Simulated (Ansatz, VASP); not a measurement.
## One calculation of ZrB2, two programs

The input INCAR:

```
SYSTEM = ZrB2
PREC     = Accurate       ! precision mode
ENCUT    = 520            ! plane-wave cutoff, eV
EDIFF    = 1E-8           ! SCF threshold, eV
ISMEAR   = -1             ! smearing method
SIGMA    = 0.05           ! smearing width, eV
LREAL    = .False.        ! projectors in reciprocal space
LASPH    = .True.         ! aspherical terms in the spheres
NELM     = 60             ! most SCF steps
ALGO     = Normal         ! electronic algorithm
ISIF     = 2              ! what is computed and relaxed
LWAVE    = .False.        ! write WAVECAR
LCHARG   = .False.        ! write CHGCAR
GGA      = PE             ! functional
LEFG     = .True.       
NBANDS   = 16             ! bands
```

Contents of KPOINTS:

```
Automatic mesh
0
Gamma
  12 12 9
  0 0 0
```

POSCAR

```
ZrB2
1.0
    3.1649998255      0.0000000000      0.0000000000
   -1.5824999128      2.7409702519      0.0000000000
    0.0000000000      0.0000000000      3.4848000000
Zr B
1 2
Direct
    0.0000000000      0.0000000000      0.0000000000
    0.3333333333      0.6666666667      0.5000000000
    0.6666666667      0.3333333333      0.5000000000
```

Input for Ansatz:

```yaml
crystal:
  lattice:
    - [3.1649998255, 0.0, 0.0]
    - [-1.5824999128, 2.7409702519, 0.0]
    - [0.0, 0.0, 3.4848]
  atoms:
    - { symbol: Zr, position: [0.0, 0.0, 0.0] }
    - { symbol: B, position: [0.3333333333, 0.6666666667, 0.5] }
    - { symbol: B, position: [0.6666666667, 0.3333333333, 0.5] }
kpoints:
  mp_grid: { grid: [12, 12, 9] }
scf:
  occupations: { method: fermi_dirac, width: 0.05 }
hamiltonian:
  xc: pbe
  pseudopotentials: { kind: paw }
output:
  forces: true
  stress: true
  eigenvalues: true
  efg: { contact_densities: true }
  write_density: true
  write_potential: true
  elf: true
  volumetric_format: npy
```

Change from the starting cell: zz strain of -1 %, PAW files.

Alike in both runs: task electric field gradients; functional PBE; k mesh 12 × 12 × 9; occupations fermi-dirac, width 0.05 eV; no spin polarisation.

|  | VASP | Ansatz |
| --- | --- | --- |
| version | VASP 6.6.1 | Ansatz 0.2.0 |
| potentials or method | VASP PAW PBE potentials, release 64 (Zr_sv, B) | PAW with Ansatz's default frozen-core files, scalar-relativistic |
| plane-wave cutoff (eV) | 520 | 420 |
| valence electrons in the cell | 18 | 18 |

```tsv
	VASP	Ansatz	Ansatz less VASP
pressure (GPa)	5.0	4.8	-0.15
traceless stress, the component that is largest in VASP (GPa)	3.29	3.24	-0.048
size of Vzz on the site where it differs most (V/Å²)	40.0	43.3	+3.30
```
